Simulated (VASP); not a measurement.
Set up this calculation in VASP 6.6.1, as the native input.

| Quantity | Value |
| --- | --- |
| Task | single point |
| Functional | PBE |
| Potentials or basis | VASP PAW PBE potentials, release 64 (Ni, O) |
| Cutoff | 520 eV |
| k mesh | 15 × 15 × 15 |
| Occupations | fermi-dirac, width 0.03 eV |
| Spin | collinear spin, ferromagnetic start |
| Starting moments | [1.5, 0.0] μB |
| Dipole correction | no |
| Further INCAR settings | ALGO = Normal; EDIFF = 1e-07; NBANDS = 19 |

The structure of NiO lies in POSCAR:

```
NiO
1.0
    0.0000000000      2.0489813908      2.0489813908
    2.0489813908      0.0000000000      2.0489813908
    2.0489813908      2.0489813908      0.0000000000
Ni O
1 1
Direct
    0.0000000000      0.0000000000      0.0000000000
    0.5000000000      0.5000000000      0.5000000000
```

This cell differs from its parent crystal: volume scaled by 0.9405.

One way to write it, as run:

INCAR

```
SYSTEM = NiO
  PREC = Accurate
  ENCUT = 520
  EDIFF = 1E-7
  ISMEAR = -1
  SIGMA = 0.03
  LREAL = .False.
  LASPH = .True.
  NELM = 150
  ALGO = Normal
  ISIF = 2
  LWAVE = .False.
  LCHARG = .False.
  ISPIN = 2
  MAGMOM = 1.5 0
  LORBIT = 11
  LMAXMIX = 4
  GGA = PE
  NBANDS = 19
```

KPOINTS

```
regular mesh
0
Gamma
  15 15 15
  0 0 0
```

Potentials or basis: VASP PAW PBE potentials, release 64 (Ni, O).

Launch:

```bash
$ cat potpaw_PBE.64/Ni/POTCAR potpaw_PBE.64/O/POTCAR > POTCAR
$ mpirun -np 1 vasp_std > vasp.out
```

It gave:

The pressure is 16.5 GPa. The net moment is 1.52 μB per cell. The site moments are Ni +1.26; O +0.22 μB and the valence electrons inside the program's atomic spheres are Ni 9.11; O 5.00.

Caveat: a cell with one magnetic atom can't hold antiferromagnetic order, which such compounds often take.

It took 2 min on 1 thread of Intel(R) Xeon(R) Platinum 8259CL CPU @ 2.50GHz (Skylake/Cascade Lake) (shared host), peak memory 0.19 GiB.
